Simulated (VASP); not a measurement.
Input of a VASP 6.6.1 run:

Contents of INCAR:

```
SYSTEM = Bi
PREC = Accurate
ENCUT = 520
EDIFF = 1E-6
ISMEAR = -1
SIGMA = 0.05
LREAL = .FALSE.
LASPH = .TRUE.
NELM = 80
ALGO = Normal
ISIF = 2
LWAVE = .FALSE.
LCHARG = .FALSE.
GGA = PE
NBANDS = 22
```

File KPOINTS:

```
Automatic mesh
0
G
  14 14 8
  0 0 0
```

File POSCAR:

```
Bi
1.0
    2.8637575165      0.0000000000      0.0000000000
   -1.4318787583      2.4800867596      0.0000000000
    0.0000000000      0.0000000000      4.6422684777
Bi
2
Direct
    0.3333333333      0.6666666667      0.2500000000
    0.6666666667      0.3333333333      0.7500000000
```

Potentials or basis: VASP PAW PBE potentials, release 64 (Bi_d).

Command:

```console
$ cat potpaw_PBE.64/Bi_d/POTCAR > POTCAR
$ mpirun -np 1 vasp_std > vasp.out
```

(1) Predict the band gap on the k mesh.

(2) Predict the pressure.

## Answers

(1) zero (band 15 reaches 26.16 eV, above the bottom of band 16 at 13.76 eV).

(2) 156.8 GPa.

Caveat: spin-orbit coupling is left out, which moves the levels of the heavy elements.
